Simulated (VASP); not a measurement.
# Si2Bi2Se (Cmc2_1) in VASP: further runs, part 2 of 2

VASP 6.6.1.

## Step 3: Relaxation of cell and atoms, PBE

This run uses another cell than the first one, of 27.19 Å³/atom.

The input, INCAR:

```
PREC = Accurate ; ENCUT = 600
EDIFF = 1E-7 ; ISMEAR = 0
SIGMA = 0.15 ; LREAL = F
LASPH = T ; NELM = 60
ALGO = Normal ; ISIF = 3
LWAVE = F ; LCHARG = F
GGA = PE ; IBRION = 2
NSW = 36 ; EDIFFG = -0.08
```

The input, KPOINTS:

```
regular mesh
0
Gamma
  2 2 2
```

The input, POSCAR:

```
Si2Bi2Se
1.0
    5.9000000000     -3.6000000000      0.0000000000
    5.9000000000      3.6000000000      0.0000000000
    0.0000000000      0.0000000000      6.4000000000
Si Bi Se
4 4 2
Direct
    0.6728000000      0.9746000000      0.7185000000
    0.0254000000      0.3272000000      0.7185000000
    0.3272000000      0.0254000000      0.2185000000
    0.9746000000      0.6728000000      0.2185000000
    0.9037000000      0.6581000000      0.8653000000
    0.3419000000      0.0963000000      0.8653000000
    0.0963000000      0.3419000000      0.3653000000
    0.6581000000      0.9037000000      0.3653000000
    0.7873000000      0.2127000000      0.7700000000
    0.2127000000      0.7873000000      0.2700000000
```

Potentials or basis: VASP PAW PBE potentials, release 64 (Si, Bi_d, Se).

Run with:

```bash
> cat potpaw_PBE.64/Si/POTCAR potpaw_PBE.64/Bi_d/POTCAR potpaw_PBE.64/Se/POTCAR > POTCAR
> mpirun -np 1 vasp_std > vasp.out
```

OUTCAR:

```text
PREC = Accurate
   ENCUT = 600
   EDIFF = 1E-7
   ISMEAR = 0
   LREAL = F
   LASPH = T
   NELM = 60
   ISIF = 3
   GGA = PE
   IBRION = 2
   NSW = 36
   EDIFFG = -0.08

 ion  position               nearest neighbor table
   1  0.673  0.975  0.718-   9 2.15   5 2.24   6 2.25   8 2.33
   2  0.025  0.327  0.718-   9 2.15   6 2.24   5 2.25   7 2.33
   3  0.327  0.025  0.218-  10 2.15   7 2.24   8 2.25   6 2.33
   4  0.975  0.673  0.218-  10 2.15   8 2.24   7 2.25   5 2.33
   5  0.904  0.658  0.865-   1 2.24   2 2.25   4 2.33   8 3.66   8 3.66   6 3.67   6 3.67   7 3.76
                             7 3.76
   6  0.342  0.096  0.865-   2 2.24   1 2.25   3 2.33   7 3.66   7 3.66   5 3.67   5 3.67   8 3.76
                             8 3.76
   7  0.096  0.342  0.365-   3 2.24   4 2.25   2 2.33   6 3.66   6 3.66   8 3.67   8 3.67   5 3.76
                             5 3.76
   8  0.658  0.904  0.365-   4 2.24   3 2.25   1 2.33   5 3.66   5 3.66   7 3.67   7 3.67   6 3.76
                             6 3.76
   9  0.787  0.213  0.770-   1 2.15   2 2.15
  10  0.213  0.787  0.270-   3 2.15   4 2.15

  LATTYP: Found a base centered orthorhombic cell.
 ALAT       =     7.2000000000
 B/A-ratio  =     1.6388888889
 C/A-ratio  =     0.8888888889

  Lattice vectors:

 A1 = (  -5.9000000000,  -3.6000000000,   0.0000000000)
 A2 = (   5.9000000000,  -3.6000000000,   0.0000000000)
 A3 = (   0.0000000000,   0.0000000000,   6.4000000000)

Analysis of symmetry for initial positions (statically):
=====================================================================
 Subroutine PRICEL returns:
 Original cell was already a primitive cell.

 Routine SETGRP: Setting up the symmetry group for a
 base centered orthorhombic supercell.

 Subroutine GETGRP returns: Found  4 space group operations
 (whereof  2 operations were pure point group operations)
 out of a pool of  8 trial point group operations.

The static configuration has the point symmetry C_1h.
 The point group associated with its full space group is C_2v.

Analysis of symmetry for dynamics (positions and initial velocities):
=====================================================================
 Subroutine PRICEL returns:
 Original cell was already a primitive cell.

[... 126 lines left out ...]
  volume/ion in A,a.u.               =      27.19       183.47
  Fermi-wavevector in a.u.,A,eV,Ry     =   1.124038  2.124123 17.190428  1.263461
  Thomas-Fermi vector in A             =   2.260707
   LORBIT       =      0    0 simple, 1 ext, 2 COOP (PROOUT), +10 PAW based schemes
   GGA     = PE    functional components
   LHFCALC =     F    Hartree Fock is set to
   AEXX    =    0.0000 exact exchange contribution
   IVDW    =     0    specifies the selected vdW correction
   LEPSILON=     F    determine dielectric tensor
   LRPA    =     F    only Hartree local field effects (RPA)
 conjugate gradient relaxation of ions
 non-spin polarized calculation
 Gauss-broadening in eV      SIGMA  =   0.15
  energy-cutoff  :      600.00
  volume of cell :      271.87
 maximum number of plane-waves:      9090
 NGX is ok and might be reduce to    56
   NGX = 27   NGY = 27   NGZ = 25

--------------------------------------- Ionic step        1  -------------------------------------------

 number of electron      87.9999992 magnetization

 Free energy of the ion-electron system (eV)
  ---------------------------------------------------
  ext. energy  EPLUGINS =         0.00000000
  ---------------------------------------------------
  free energy    TOTEN  =       -27.52484306 eV

  energy without entropy =      -27.52346397  energy(sigma->0) =      -27.52415351

 E-fermi :   6.1644     XC(G=0):  -8.8556

 val. band max:        5.9145747328   @ k =   0.5000   0.5000   0.0000
 cond. band min:       6.4406521762   @ k =   0.0000   0.0000   0.5000
 fundamental gap:      0.5260774434
 Fermi energy:         6.1643741622

 k-point     1 :       0.0000    0.0000    0.0000
  band No.  band energies     occupation
      1     -17.9548      2.00000
      2     -17.9012      2.00000
      3     -17.8901      2.00000
      4     -17.8801      2.00000
      5     -17.8787      2.00000
      6     -17.8127      2.00000
[... 444 lines left out ...]
  FREE ENERGIE OF THE ION-ELECTRON SYSTEM (eV)
  ---------------------------------------------------
  free  energy   TOTEN  =       -39.2411064710 eV

  energy  without entropy=      -39.2011324274  energy(sigma->0) =      -39.22111945

[... ionic steps 4 to 31 ...]

--------------------------------------- Ionic step       32  -------------------------------------------

 number of electron      88.0000002 magnetization

------------------------ aborting loop because EDIFF is reached ----------------------------------------
[... 83 lines left out ...]
--------------------------------------- Ionic step       34  -------------------------------------------

 number of electron      88.0000005 magnetization

 Free energy of the ion-electron system (eV)
  ---------------------------------------------------
  ext. energy  EPLUGINS =         0.00000000
  ---------------------------------------------------
  free energy    TOTEN  =       -43.05466810 eV

  energy without entropy =      -43.04771582  energy(sigma->0) =      -43.05119196

 E-fermi :   4.6524     XC(G=0):  -8.6344

 val. band max:        4.4933761305   @ k =   0.0000   0.0000   0.0000
 cond. band min:       4.8124151965   @ k =   0.5000   0.5000   0.0000
 fundamental gap:      0.3190390660
 Fermi energy:         4.6523592519

 k-point     1 :       0.0000    0.0000    0.0000
  band No.  band energies     occupation
      1     -18.2916      2.00000
      2     -18.2860      2.00000
      3     -18.2693      2.00000
      4     -18.2671      2.00000
      5     -18.2642      2.00000
      6     -18.2629      2.00000
[... 356 lines left out ...]
  FREE ENERGIE OF THE ION-ELECTRON SYSTEM (eV)
  ---------------------------------------------------
  free  energy   TOTEN  =       -43.0546680984 eV

  energy  without entropy=      -43.0477158200  energy(sigma->0) =      -43.05119196

 reached required accuracy - stopping structural energy minimisation
```

CONTCAR:

```text
Si2Bi2Se
   1.00000000000000
     6.0999302812585405   -3.7120037935373009    0.0000000000000000
     6.0999302812585405    3.7120037935373009    0.0000000000000000
     0.0000000000000000    0.0000000000000000    6.9831697276149125
  Si              Bi              Se
     4     4     2
Direct
     0.6883128112048766    0.9963968987852028    0.7199489207930170
     0.0036031012147972    0.3116871887951235    0.7199489207930170
     0.3116871887951235    0.0036031012147972    0.2199489207930170
     0.9963968987852028    0.6883128112048766    0.2199489207930170
     0.0519914616097700    0.6544184915948992    0.8304630608469906
     0.3455815084051005    0.9480085383902299    0.8304630608469906
     0.9480085383902299    0.3455815084051005    0.3304630608469903
     0.6544184915948992    0.0519914616097700    0.3304630608469903
     0.7005075163073787    0.2994924836926210    0.8367760367199810
     0.2994924836926210    0.7005075163073787    0.3367760367199811

  0.00000000E+00  0.00000000E+00  0.00000000E+00
  0.00000000E+00  0.00000000E+00  0.00000000E+00
  0.00000000E+00  0.00000000E+00  0.00000000E+00
  0.00000000E+00  0.00000000E+00  0.00000000E+00
  0.00000000E+00  0.00000000E+00  0.00000000E+00
  0.00000000E+00  0.00000000E+00  0.00000000E+00
  0.00000000E+00  0.00000000E+00  0.00000000E+00
  0.00000000E+00  0.00000000E+00  0.00000000E+00
  0.00000000E+00  0.00000000E+00  0.00000000E+00
  0.00000000E+00  0.00000000E+00  0.00000000E+00
```

It took 34 min on 1 thread of Intel Xeon 6975P-C (Granite Rapids), shared host; peak memory 0.5 GiB.

Results:

```yaml
Free_energy: -43.0547 eV
Relaxed_volume: 31.62 Å³/atom
Relaxed_cell: a = 7.141 Å, b = 7.141 Å, c = 6.983 Å, α = 90.00°, β = 90.00°, γ = 62.64°
Space_group_after_relaxing_to_0.1_Å: Cmc2_1 (No. 36)
Energy_gained_by_relaxing: 1553.0 meV/atom
Ionic_steps: 34
Pressure_after_relaxing: 0.1 GPa
Largest_force_after_relaxing: 0.047 eV/Å
Band_gap_on_the_k_mesh: 0.32 eV (least direct gap 0.57 eV)
```

Forces in eV/Å, atoms in the order of the input:
```
Si  -0.010 -0.044 -0.008
Si   0.010 -0.044 -0.008
Si   0.010  0.044 -0.008
Si  -0.010  0.044 -0.008
Bi   0.035 -0.024 -0.015
Bi  -0.035 -0.024 -0.015
Bi  -0.035  0.024 -0.015
Bi   0.035  0.024 -0.015
Se   0.000  0.000  0.047
Se   0.000  0.000  0.047
```

Step by step:
```csv
step,energy change (eV),largest force (eV/Å),pressure (GPa),volume (Å³)
1,0.0000,3.1497,34.23,271.87
2,-9.3706,0.6270,-4.06,568.47
3,-11.7163,0.9933,0.36,419.48
4,-11.7216,0.9655,-0.18,428.18
5,-11.7231,0.9774,0.04,424.59
6,-11.9760,0.6610,-0.20,427.31
7,-11.9943,0.6818,-0.21,428.24
8,-12.1762,0.7417,-0.35,426.05
9,-12.5926,1.0399,-0.74,419.44
10,-12.4739,2.3952,-1.21,406.01
11,-12.7190,1.3862,-0.98,414.19
12,-12.7889,1.3803,-1.00,412.50
13,-12.9890,1.3494,-1.07,407.40
14,-13.3317,1.3241,-1.23,397.19
15,-13.6896,1.2720,-1.59,376.74
16,-13.9958,1.0450,-1.07,368.06
17,-14.4179,0.9541,1.33,342.63
18,-14.6848,0.7530,0.99,341.50
19,-15.0506,0.7308,0.09,337.87
20,-15.2440,0.3679,-0.53,338.05
21,-15.2672,0.3422,-0.73,338.06
22,-15.3247,0.3148,0.13,331.24
23,-15.3281,0.3781,0.41,329.21
24,-15.3687,0.2926,0.28,329.89
25,-15.3966,0.3021,0.07,331.16
26,-15.4243,0.1678,-0.33,332.27
27,-15.4329,0.2033,-0.70,333.33
28,-15.4643,0.1948,-0.28,328.04
29,-15.4779,0.2797,0.28,321.66
30,-15.5049,0.1622,0.22,319.91
31,-15.5155,0.1625,0.17,317.79
32,-15.5253,0.0961,-0.27,318.63
33,-15.5257,0.1035,-0.20,318.50
34,-15.5298,0.0468,0.07,316.24
```

Final structure:
```
Si Bi Se
1.0
     6.09993   -3.71200    0.00000
     6.09993    3.71200    0.00000
     0.00000    0.00000    6.98317
Si Bi Se
4 4 2
Direct
  0.68831 0.99640 0.71995
  0.00360 0.31169 0.71995
  0.31169 0.00360 0.21995
  0.99640 0.68831 0.21995
  0.05199 0.65442 0.83046
  0.34558 0.94801 0.83046
  0.94801 0.34558 0.33046
  0.65442 0.05199 0.33046
  0.70051 0.29949 0.83678
  0.29949 0.70051 0.33678
```

Levels at points of the mesh, in eV from the valence-band top:
```csv
k point,band 40,band 41,band 42,band 43,band 44,band 45,band 46,band 47,band 48,band 49
"(0.00, 0.00, 0.00)",-1.42,-0.79,-0.58,-0.41,0.00,0.57,0.68,1.22,1.88,2.17
"(0.50, 0.00, 0.00)",-1.98,-1.62,-1.21,-1.02,-0.71,0.75,1.17,1.62,1.78,2.29
"(0.50, 0.50, 0.00)",-1.68,-1.61,-1.22,-1.19,-1.18,0.32,1.09,1.63,2.08,2.15
"(0.00, 0.00, 0.50)",-2.13,-0.83,-0.83,-0.60,-0.60,0.58,0.58,1.10,1.10,2.39
"(0.50, 0.00, 0.50)",-2.14,-1.72,-1.72,-1.28,-1.28,0.62,0.62,1.52,1.52,1.90
"(0.50, 0.50, 0.50)",-2.16,-1.80,-1.80,-1.21,-1.21,0.50,0.50,1.68,1.68,1.75
```

Caveat: the k points lie up to 0.50 Å⁻¹ apart in the final cell; the volume moved by over 15 % at a fixed basis, so the end points are rough; spin-orbit coupling is left out, which moves the levels of the heavy elements; the relaxation stopped at a loose force limit of 0.08 eV/Å, so its end isn't a converged minimum. A k mesh can miss the band edges.

## Step 4: Single point, PBE

This run uses another cell than the first one, of 31.23 Å³/atom.

The input, INCAR:

```
SYSTEM = Si2Bi2Se
PREC     = Accurate       ! precision mode
ENCUT    = 520            ! plane-wave cutoff, eV
EDIFF    = 1E-6           ! SCF threshold, eV
ISMEAR   = 0              ! smearing method
SIGMA    = 0.2            ! smearing width, eV
LREAL    = .FALSE.        ! projectors in reciprocal space
LASPH    = .TRUE.         ! aspherical terms in the spheres
NELM     = 80             ! most SCF steps
ALGO     = Normal         ! electronic algorithm
ISIF     = 2              ! what is computed and relaxed
LWAVE    = .FALSE.        ! write WAVECAR
LCHARG   = .FALSE.        ! write CHGCAR
GGA      = PE             ! functional
NBANDS   = 55             ! bands
```

The input, KPOINTS:

```
Automatic mesh
0
G
  4 4 4
  0 0 0
```

The input, POSCAR:

```
Si2Bi2Se
1.0
    0.0000000000      0.0000000000     -7.0091403705
    6.0741882907     -3.6674151725      0.0000000000
   -6.0741882907     -3.6674151725      0.0000000000
Si Bi Se
4 4 2
Direct
    0.7177749439      0.9927288550      0.3064766733
    0.7177749439      0.3064766733      0.9927288550
    0.2177749439      0.0072711450      0.6935233267
    0.2177749439      0.6935233267      0.0072711450
    0.8298575296      0.6477424056      0.9379452340
    0.8298575296      0.9379452340      0.6477424056
    0.3298575296      0.3522575944      0.0620547660
    0.3298575296      0.0620547660      0.3522575944
    0.8423350531      0.2958302451      0.2958302451
    0.3423350531      0.7041697549      0.7041697549
```

Run with:

```bash
> cat potpaw_PBE.64/Si/POTCAR potpaw_PBE.64/Bi_d/POTCAR potpaw_PBE.64/Se/POTCAR > POTCAR
> mpirun -np 1 vasp_std > vasp.out
```

Wall time 3.7 min (1 thread of Intel Xeon 6975P-C (Granite Rapids), shared host); peak memory 0.57 GiB.

It converged, with:

| Property | Result |
| --- | --- |
| Free energy | -43.2708 eV |
| Pressure | 0.0 GPa |
| Largest force | 0.018 eV/Å |
| Band gap on the k mesh | 0.20 eV (least direct gap 0.49 eV) |

Forces in eV/Å, atoms in the order of the input:
```
Si   0.006  0.006  0.005
Si  -0.006  0.006  0.005
Si  -0.006 -0.006  0.005
Si   0.006 -0.006  0.005
Bi   0.018  0.001 -0.003
Bi  -0.018  0.001 -0.003
Bi  -0.018 -0.001 -0.003
Bi   0.018 -0.001 -0.003
Se   0.000 -0.003 -0.006
Se   0.000  0.003 -0.006
```

Stress tensor (GPa, compression positive):
```
 0.02  0.00  0.00
 0.00 -0.02  0.00
 0.00  0.00 -0.09
```

Levels at points of the mesh, in eV from the valence-band top:
| k point | band 41 | band 42 | band 43 | band 44 | band 45 | band 46 | band 47 | band 48 |
| --- | --- | --- | --- | --- | --- | --- | --- | --- |
| (0.00, 0.00, 0.00) | -0.90 | -0.63 | -0.53 | 0.00 | 0.49 | 0.59 | 1.06 | 1.64 |
| (0.50, 0.00, 0.00) | -0.90 | -0.90 | -0.66 | -0.66 | 0.50 | 0.50 | 1.01 | 1.01 |
| (0.00, 0.50, 0.00) | -1.69 | -1.28 | -1.16 | -0.79 | 0.66 | 1.07 | 1.62 | 1.63 |
| (0.50, 0.50, 0.00) | -1.88 | -1.88 | -1.37 | -1.37 | 0.47 | 0.47 | 1.45 | 1.45 |
| (0.00, 0.50, 0.50) | -1.70 | -1.28 | -1.26 | -1.21 | 0.21 | 0.94 | 1.62 | 1.85 |
| (0.50, 0.50, 0.50) | -1.94 | -1.94 | -1.30 | -1.30 | 0.43 | 0.43 | 1.58 | 1.58 |

Caveat: spin-orbit coupling is left out, which moves the levels of the heavy elements. A k mesh can miss the band edges.

## Step 5: The runs side by side

| task | cell | k mesh | cutoff (eV) | smearing | gap on the mesh (eV) | pressure (GPa) | largest force (eV/Å) |
| --- | --- | --- | --- | --- | --- | --- | --- |
| single point | a = 7.130, b = 7.130, c = 6.960 Å, angles 90.0, 90.0, 63.6°, 10 atoms, atomic positions A | 2 × 2 × 2 | 520 | gaussian 0.15 eV | 0.27 | 0.1 | 0.07 |
| relaxation of cell and atoms | relaxed from a = 6.912, b = 6.912, c = 6.400 Å, angles 90.0, 90.0, 62.8°, 10 atoms, atomic positions B | 2 × 2 × 2 | 600 | gaussian 0.15 eV | 0.32 | 0.1 | 0.05 |
| single point | a = 7.009, b = 7.095, c = 7.095 Å, angles 117.8, 90.0, 90.0°, 10 atoms, atomic positions C | 4 × 4 × 4 | 520 | gaussian 0.2 eV | 0.20 | 0.0 | 0.02 |

Alike in all rows: level PBE; potentials or basis VASP PAW PBE potentials, release 64 (Si, Bi_d, Se); no spin polarisation.

Caveats: some runs use coarse meshes; spin-orbit coupling is left out, which moves the levels of the heavy elements; the volume moved by over 15 % at a fixed basis, so the end points are rough (at least some runs); the relaxation stopped at a loose force limit of 0.08 eV/Å, so its end isn't a converged minimum (at least some runs).

Absolute energies hang on the potentials; compare differences alone.
